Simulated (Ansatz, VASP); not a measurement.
**Al3Ga2As5: VASP beside Ansatz**

```
Al Ga As
1.0
    -1.92991    1.92991   13.64651
     1.92991   -1.92991   13.64651
     1.92991    1.92991  -13.64651
Al Ga As
3 2 5
Direct
  0.00000 0.00000 0.00000
  0.60000 0.60000 0.00000
  0.40000 0.40000 0.00000
  0.20000 0.20000 0.00000
  0.80000 0.80000 0.00000
  0.65000 0.15000 0.50000
  0.25000 0.75000 0.50000
  0.85000 0.35000 0.50000
  0.45000 0.95000 0.50000
  0.05000 0.55000 0.50000
```

Alike in both runs: task single point; functional PBE; k mesh 6 × 6 × 6; occupations gaussian, width 0.1 eV; no spin polarisation.

```csv
,VASP,Ansatz
version,VASP 6.6.1,Ansatz 0.2.0
potentials or method,"VASP PAW PBE potentials, release 64 (Al, Ga_d, As), cutoff 520 eV","scalar-relativistic, plane waves, PAW"
valence electrons in the cell,60,110
```

Ansatz gave:

```
gap on the k mesh at the Fermi level (eV)                     : 1.17
least direct gap on the mesh (eV)                             : 1.24
pressure (GPa)                                                : 13.3
traceless stress, the component that is largest in VASP (GPa) : -0.15
rms of the force components (eV/Å)                            : 0.026
```

Problem. Estimate VASP's values.

Solution. gap on the k mesh at the Fermi level (eV): 1.16; least direct gap on the mesh (eV): 1.22; pressure (GPa): 13.6; traceless stress, the component that is largest in VASP (GPa): -0.15; rms of the force components (eV/Å): 0.026.

Atom by atom the forces differ by 0.001 eV/Å (rms over components). VASP's potentials hold 60 valence electrons a cell and Ansatz's 110, so a difference there can come from the potentials and not from the codes.
